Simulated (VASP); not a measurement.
# Cu16O in VASP: single point with PBE+D3(BJ)

Aim: the single point of Cu16O with PBE+D3(BJ).

Everything below comes from runs of VASP 6.6.1. Logs are shortened: lines on timing, memory, paths and dates and some standing lists are left out, and cuts for length are marked.

### 1 The cell of the first run

The cell holds a slab with vacuum, 17 atoms: a = 5.039 Å, b = 5.039 Å, c = 25.172 Å, α = 90.00°, β = 90.00°, γ = 120.00°.

### 2 Single point, PBE+D3(BJ)

Contents of INCAR:

```
SYSTEM = Cu16O
  ALGO = Normal
  DIPOL = 0.5 0.5 0.470
  EDIFF = 1E-6
  ENCUT = 520
  GGA = PE
  IDIPOL = 3
  ISIF = 2
  ISMEAR = 0
  IVDW = 12
  LASPH = .True.
  LCHARG = .False.
  LDIPOL = .True.
  LREAL = Auto
  LWAVE = .False.
  NBANDS = 105
  NELM = 80
  PREC = Accurate
  SIGMA = 0.1
```

Contents of KPOINTS:

```
k-points
0
Gamma
  6 6 1
  0 0 0
```

Contents of POSCAR:

```
Cu16O
1.0
    5.0393684026      0.0000000000      0.0000000000
   -2.5196842013      4.3642210557      0.0000000000
    0.0000000000      0.0000000000     25.1719406062
Cu O
16 1
Direct
    0.3333333333      0.1666666667      0.3376775805
    0.3333333333      0.6666666667      0.3376775805
    0.8333333333      0.1666666667      0.3376775805
    0.8333333333      0.6666666667      0.3376775805
    0.6666666666      0.3333333333      0.4194080107
    0.6666666666      0.8333333333      0.4194080107
    0.1666666666      0.3333333333      0.4194080107
    0.1666666666      0.8333333333      0.4194080107
    0.0007849153      0.4986379759      0.5000817178
    0.0008019975      0.0016039950      0.5000864148
    0.4978530605      0.4986379759      0.5000817178
    0.4998036255     -0.0003927490      0.5031472857
    0.3378608196      0.6757216392      0.5849392184
    0.3378818038      0.1612151334      0.5849316978
    0.8330441334      0.6660882667      0.5784457773
    0.8233333296      0.1612151334      0.5849316978
    0.1663422624      0.3326845248      0.6300565394
```

Potentials or basis: VASP PAW PBE potentials, release 64 (Cu, O).

Launch:

```sh
$ cat potpaw_PBE.64/Cu/POTCAR potpaw_PBE.64/O/POTCAR > POTCAR
$ mpirun -np 1 vasp_std > vasp.out
```

OUTCAR:

```text
SYSTEM = Cu16O
   EDIFF = 1E-6
   ENCUT = 520
   GGA = PE
   ISIF = 2
   ISMEAR = 0
   IVDW = 12
   LASPH = .True.
   LREAL = Auto
   NELM = 80
   PREC = Accurate
 IVDW          = 12

 ion  position               nearest neighbor table
   1  0.333  0.167  0.338-   7 2.52   5 2.52   8 2.52   3 2.52   3 2.52   2 2.52   2 2.52   4 2.52
                             4 2.52
   2  0.333  0.667  0.338-   8 2.52   6 2.52   7 2.52   4 2.52   4 2.52   3 2.52   1 2.52   1 2.52
                             3 2.52
   3  0.833  0.167  0.338-   5 2.52   7 2.52   6 2.52   1 2.52   1 2.52   2 2.52   4 2.52   4 2.52
                             2 2.52
   4  0.833  0.667  0.338-   6 2.52   8 2.52   5 2.52   2 2.52   2 2.52   1 2.52   3 2.52   3 2.52
                             1 2.52
   5  0.667  0.333  0.419-   9 2.50  11 2.50   3 2.52   1 2.52   4 2.52   7 2.52   7 2.52   8 2.52
                             6 2.52   6 2.52   8 2.52  12 2.56
   6  0.667  0.833  0.419-  10 2.50  11 2.50   4 2.52   2 2.52   3 2.52   8 2.52   8 2.52   5 2.52
                             5 2.52   7 2.52   7 2.52  12 2.56
   7  0.167  0.333  0.419-  11 2.49   9 2.49  10 2.49   1 2.52   3 2.52   2 2.52   5 2.52   5 2.52
                             6 2.52   8 2.52   8 2.52   6 2.52
   8  0.167  0.833  0.419-  10 2.50   9 2.50   2 2.52   4 2.52   1 2.52   6 2.52   6 2.52   7 2.52
                             7 2.52   5 2.52   5 2.52  12 2.56
   9  0.001  0.499  0.500-  15 2.46   7 2.49   5 2.50   8 2.50  10 2.50  11 2.50  12 2.52  12 2.52
                            11 2.53  10 2.53  13 2.59  16 2.59
  10  0.001  0.002  0.500-  15 2.46   7 2.49   8 2.50   6 2.50  11 2.50   9 2.50  12 2.52  12 2.52
                             9 2.53  11 2.53  16 2.59  14 2.59
  11  0.498  0.499  0.500-  15 2.46   7 2.49   5 2.50   6 2.50  10 2.50   9 2.50  12 2.52  12 2.52
                             9 2.53  10 2.53  13 2.59  14 2.59
  12  0.500  1.000  0.503-  14 2.50  16 2.50  13 2.50  11 2.52   9 2.52  10 2.52  10 2.52   9 2.52
                            11 2.52   6 2.56   8 2.56   5 2.56
  13  0.338  0.676  0.585-  17 1.88  16 2.45  14 2.45  12 2.50  15 2.53  15 2.53  14 2.59  16 2.59
                            11 2.59   9 2.59
  14  0.338  0.161  0.585-  17 1.88  16 2.45  13 2.45  12 2.50  15 2.53  15 2.53  13 2.59  16 2.59
                            10 2.59  11 2.59
  15  0.833  0.666  0.578-   9 2.46  11 2.46  10 2.46  14 2.53  16 2.53  13 2.53  13 2.53  16 2.53
                            14 2.53
  16  0.823  0.161  0.585-  17 1.88  14 2.45  13 2.45  12 2.50  15 2.53  15 2.53  13 2.59  14 2.59
                            10 2.59   9 2.59
  17  0.166  0.333  0.630-  13 1.88  14 1.88  16 1.88

  LATTYP: Found a hexagonal cell.
 ALAT       =     5.0393684026
 C/A-ratio  =     4.9950586254

  Lattice vectors:

 A1 = (   5.0393684026,   0.0000000000,   0.0000000000)
 A2 = (  -2.5196842013,   4.3642210557,   0.0000000000)
 A3 = (   0.0000000000,   0.0000000000,  25.1719406062)

Analysis of symmetry for initial positions (statically):
=====================================================================
 Subroutine PRICEL returns:
 Original cell was already a primitive cell.

 Routine SETGRP: Setting up the symmetry group for a
 hexagonal supercell.

 Subroutine GETGRP returns: Found  2 space group operations
 (whereof  2 operations were pure point group operations)
 out of a pool of 24 trial point group operations.

The static configuration has the point symmetry C_1h.

Analysis of symmetry for dynamics (positions and initial velocities):
=====================================================================
 Subroutine PRICEL returns:
 Original cell was already a primitive cell.

 Routine SETGRP: Setting up the symmetry group for a
 hexagonal supercell.

 Subroutine GETGRP returns: Found  2 space group operations
 (whereof  2 operations were pure point group operations)
 out of a pool of 24 trial point group operations.

The dynamic configuration has the point symmetry C_1h.

 Subroutine INISYM returns: Found  2 space group operations
 (whereof  2 operations are pure point group operations),
 and found     1 'primitive' translations

----------------------------------------------------------------------------------------

                                     Primitive cell

  volume of cell :     553.6044

  direct lattice vectors                    reciprocal lattice vectors
     5.039368403  0.000000000  0.000000000     0.198437566  0.114567982  0.000000000
    -2.519684201  4.364221056  0.000000000     0.000000000  0.229135964  0.000000000
     0.000000000  0.000000000 25.171940606     0.000000000  0.000000000  0.039726774

  length of vectors
[... 64 lines left out ...]

 Found     13 irreducible k-points:

 Following reciprocal coordinates:
            Coordinates               Weight
  0.000000  0.000000  0.000000      1.000000
  0.166667  0.000000  0.000000      4.000000
  0.000000  0.166667  0.000000      2.000000
  0.333333 -0.000000  0.000000      4.000000
  0.000000  0.333333  0.000000      2.000000
  0.500000  0.000000  0.000000      2.000000
  0.000000  0.500000  0.000000      1.000000
  0.166667  0.166667  0.000000      4.000000
 -0.333333  0.166667  0.000000      2.000000
  0.333333  0.166667  0.000000      4.000000
 -0.166667  0.500000  0.000000      4.000000
  0.500000  0.333333  0.000000      4.000000
  0.333333  0.333333  0.000000      2.000000
   k-points           NKPTS =     13   k-points in BZ     NKDIM =     13   number of bands    NBANDS=    105
   number of dos      NEDOS =    301   number of ions     NIONS =     17
   total plane-waves  NPLWV = 307200
   dimension x,y,z NGX =    40 NGY =   40 NGZ =  192
   dimension x,y,z NGXF=    80 NGYF=   80 NGZF=  384
   ions per type =              16   1
   NGX,Y,Z   is equivalent  to a cutoff of  13.20, 13.20, 12.68 a.u.
   NGXF,Y,Z  is equivalent  to a cutoff of  26.39, 26.39, 25.36 a.u.
 SYSTEM =  Cu16O
   PREC   = accura    normal or accurate (medium, high low for compatibility)
   ISTART =      0    job   : 0-new  1-cont  2-samecut
   ICHARG =      2    charge: 1-file 2-atom 10-const
   ISPIN  =      1    spin polarized calculation?
   LNONCOLLINEAR =      F non collinear calculations
   LSORBIT =      F    spin-orbit coupling
   LASPH  =      T    aspherical Exc in radial PAW
   ENCUT  =  520.0 eV  38.22 Ry    6.18 a.u.   9.37  9.37 46.80*2*pi/ulx,y,z
   NELM   =     80;   NELMIN=  2; NELMDL= -5     # of ELM steps
   EDIFF  = 0.1E-05   stopping-criterion for ELM
   LREAL  =      T    real-space projection
   EDIFFG = 0.1E-04   stopping-criterion for IOM
   NSW    =      0    number of steps for IOM
   IBRION =     -1    ionic relax: 0-MD 1-quasi-New 2-CG
   NFREE  =      0    steps in history (QN), initial steepest desc. (CG)
   ISIF   =      2    stress and relaxation
   ISYM   =      2    0-nonsym 1-usesym 2-fastsym
   POTIM  = 0.5000    time-step for ionic-motion
   TEBEG  =    0.0;   TEEND  =   0.0 temperature during run
   PSTRESS=    0.0 pullay stress
   NELECT =     182.0000    total number of electrons
   NUPDOWN=      -1.0000    fix difference up-down
   EMIN   =  10.00;   EMAX   =-10.00  energy-range for DOS
   EFERMI =   0.00;   METHOD = LEGACY
   ISMEAR =     0;   SIGMA  =   0.10  broadening in eV -4-tet -1-fermi 0-gaus
   EFERMI_NEDOS =   21; number of points for ismear=-14 and -15
   IALGO  =     38    algorithm
   IMIX   =      4    mixing-type and parameters
     AMIX     =   0.40;   BMIX     =  1.00
     AMIX_MAG =   1.60;   BMIX_MAG =  1.00
  volume/ion in A,a.u.               =      32.56       219.76
  Fermi-wavevector in a.u.,A,eV,Ry     =   1.129879  2.135163 17.369573  1.276628
  Thomas-Fermi vector in A             =   2.266574
   LORBIT       =      0    0 simple, 1 ext, 2 COOP (PROOUT), +10 PAW based schemes
   GGA     = PE    functional components
   LHFCALC =     F    Hartree Fock is set to
   AEXX    =    0.0000 exact exchange contribution
   IVDW    =    12    specifies the selected vdW correction
   LEPSILON=     F    determine dielectric tensor
   LRPA    =     F    only Hartree local field effects (RPA)
 non-spin polarized calculation
 Gauss-broadening in eV      SIGMA  =   0.10
  energy-cutoff  :      520.00
  volume of cell :      553.60
 maximum number of plane-waves:     14952
 NGX is ok and might be reduce to    40
   NGX = 19   NGY = 19   NGZ = 93

 dipolmoment           0.000000      0.000000     -0.438344 electrons x Angstroem

 number of electron     182.0000036 magnetization

 dipolmoment           0.000000      0.000000      0.122762 electrons x Angstroem

 Free energy of the ion-electron system (eV)
  ---------------------------------------------------
  ext. energy  EPLUGINS =         0.00000000
  ---------------------------------------------------
  free energy    TOTEN  =       -62.33348065 eV

  energy without entropy =      -62.29372857  energy(sigma->0) =      -62.31360461

 E-fermi :  -0.7317     XC(G=0):  -5.0834

 val. band max:       -0.7366667818   @ k =   0.0000   0.1667   0.0000
 cond. band min:      -0.6940720489   @ k =   0.3333   0.3333   0.0000
 fundamental gap:      0.0425947329
 Fermi energy:        -0.7317432088

 k-point     1 :       0.0000    0.0000    0.0000
  band No.  band energies     occupation
      1     -19.0928      2.00000
      2      -9.8775      2.00000
      3      -8.5070      2.00000
      4      -6.8627      2.00000
      5      -6.1462      2.00000
      6      -6.1461      2.00000
[... 1367 lines left out ...]
    102       3.8640      0.00000
    103       4.4013      0.00000
 [bands above 103 left out]

------------------------ aborting loop because EDIFF is reached ----------------------------------------

 vacuum level on the upper side and lower side of the slab       (xc-potential included)         0.327        -0.663

 Edisp (eV)   -7.29689

 E8    (eV) :    -3.2343

  FORCE on cell =-STRESS in cart. coord.  units (eV):
  Direction    XX          YY          ZZ          XY          YZ          ZX
  --------------------------------------------------------------------------------------
  -------------------------------------------------------------------------------------
  Total       0.63707     0.62065     0.60817     0.00000     0.01983     0.00000
  in kB       1.84372     1.79622     1.76010     0.00000     0.05739     0.00000
  external pressure =        1.80 kB  Pullay stress =        0.00 kB

 VOLUME and BASIS-vectors are now :
 -----------------------------------------------------------------------------
  energy-cutoff  :      520.00
  volume of cell :      553.60
      direct lattice vectors                 reciprocal lattice vectors
     5.039368403  0.000000000  0.000000000     0.198437566  0.114567982  0.000000000
    -2.519684201  4.364221056  0.000000000     0.000000000  0.229135964  0.000000000
     0.000000000  0.000000000 25.171940606     0.000000000  0.000000000  0.039726774

 POSITION                                       TOTAL-FORCE (eV/Angst)
 -----------------------------------------------------------------------------------
      1.25984      0.72737      8.50000         0.044111     -0.025601     -0.044924
     -0.00000      2.90948      8.50000        -0.000000      0.051027     -0.044757
      3.77953      0.72737      8.50000        -0.044111     -0.025601     -0.044924
      2.51968      2.90948      8.50000        -0.000000     -0.000003     -0.013834
      2.51968      1.45474     10.55731        -0.000000     -0.128860      0.030404
      1.25984      3.63685     10.55731        -0.110669      0.062224      0.031454
[... 9 lines left out ...]
      3.74287      0.70358     14.72387        -0.048556     -0.027251     -0.033032
      0.00000      1.45191     15.85975        -0.000000      0.000704      0.147287
 -----------------------------------------------------------------------------------
    total drift:                               -0.000001      0.001968     -0.000392

  FREE ENERGIE OF THE ION-ELECTRON SYSTEM (eV)
  ---------------------------------------------------
  free  energy   TOTEN  =       -69.6303730270 eV

  energy  without entropy=      -69.5906209493  energy(sigma->0) =      -69.61049699

 vacuum level on the upper side and lower side of the slab         4.889         3.879
```

It took 28 min on 1 thread of Intel Xeon 6975P-C (Granite Rapids), shared host; peak memory 0.89 GiB.

What came out:

```
Free energy                : -69.6304 eV
Largest force              : 0.147 eV/Å
Band gap on the k mesh     : 0.03 eV (least direct gap 0.06 eV)
Dispersion energy per atom : -0.429 eV
```

Forces on the atoms (eV/Å):
```
Cu   0.044 -0.026 -0.045
Cu   0.000  0.051 -0.045
Cu  -0.044 -0.026 -0.045
Cu   0.000  0.000 -0.014
Cu   0.000 -0.129  0.030
Cu  -0.111  0.062  0.031
Cu   0.000 -0.002 -0.025
Cu   0.111  0.062  0.031
Cu  -0.001  0.002  0.004
Cu   0.000 -0.001  0.003
Cu   0.001  0.002  0.004
Cu   0.000  0.000 -0.002
Cu   0.000  0.058 -0.034
Cu   0.049 -0.027 -0.033
Cu   0.000  0.000  0.025
Cu  -0.049 -0.027 -0.033
O    0.000  0.001  0.147
```

Levels at points of the mesh, in eV from the valence-band top:
```tsv
k point	band 88	band 89	band 90	band 91	band 92	band 93	band 94	band 95
(0.00, 0.00, 0.00)	-0.93	-0.02	-0.02	0.00	0.35	0.93	0.93	1.05
(0.50, 0.00, 0.00)	-0.93	-0.68	-0.20	0.00	0.11	0.79	0.83	1.49
(0.00, 0.50, 0.00)	-0.93	-0.68	-0.20	0.00	0.11	0.79	0.83	1.49
```

Caveat: the smearing spreads over this small gap.
